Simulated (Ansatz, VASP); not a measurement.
# Cu in VASP and in Ansatz

```xyz
1
Lattice="2.2808 0.0000 0.0000 -1.1404 1.9752 0.0000 0.0000 0.0000 2.1949" Properties=species:S:1:pos:R:3 pbc="T T T"
Cu    0.0000    0.0000    0.0000
```

Change from the starting cell: volume scaled by 0.76, LAPW.

Alike in both runs: task single point; functional PBE; k mesh 17 × 17 × 16; occupations fermi-dirac, width 0.05 eV; no spin polarisation.

|  | VASP | Ansatz |
| --- | --- | --- |
| version | VASP 6.6.1 | Ansatz 0.2.0 |
| potentials or method | VASP PAW PBE potentials, release 64 (Cu), cutoff 520 eV | all-electron LAPW, scalar-relativistic |

VASP gave:

| Quantity | Value |
| --- | --- |
| pressure (GPa) | 64.5 |
| traceless stress, the component that is largest in VASP (GPa) | -0.30 |

Question: What did Ansatz give for the same quantities?

Answer: Pressure (GPa): 64.2; traceless stress, the component that is largest in VASP (GPa): 0.10.

Both programs put the cell under a high pressure, so it lies far from rest at this level. Ansatz ran all-electron here, and VASP with PAW potentials.

Noted on VASP's run: the cell as given lies far from equilibrium.
